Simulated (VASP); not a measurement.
A run of VASP 6.6.1 is set up as follows.

INCAR

```
ALGO = Normal ; EDIFF = 1E-6
ENCUT = 520 ; GGA = PS
ISIF = 2 ; ISMEAR = -1
LASPH = T ; LCHARG = F
LREAL = F ; LWAVE = F
NBANDS = 18 ; NELM = 80
PREC = Accurate ; SIGMA = 0.08
```

The input KPOINTS:

```
k-points
0
Gamma
  12 12 12
```

POSCAR

```
ScHg
1.0
    3.5257947253      0.0000000000      0.0000000000
    0.0000000000      3.5257947253      0.0000000000
    0.0000000000      0.0000000000      3.5257947253
Sc Hg
1 1
Direct
    0.5000000000      0.5000000000      0.5000000000
    0.0000000000      0.0000000000      0.0000000000
```

Potentials or basis: VASP PAW PBE potentials, release 64 (Sc_sv, Hg).

Launch:

```console
$ cat potpaw_PBE.64/Sc_sv/POTCAR potpaw_PBE.64/Hg/POTCAR > POTCAR
$ mpirun -np 1 vasp_std > vasp.out
```

Question: What does it give for the pressure?

Answer: -3.8 GPa.

Caveat: the PAW data sets were made with another functional, which shifts forces and pressure a little.
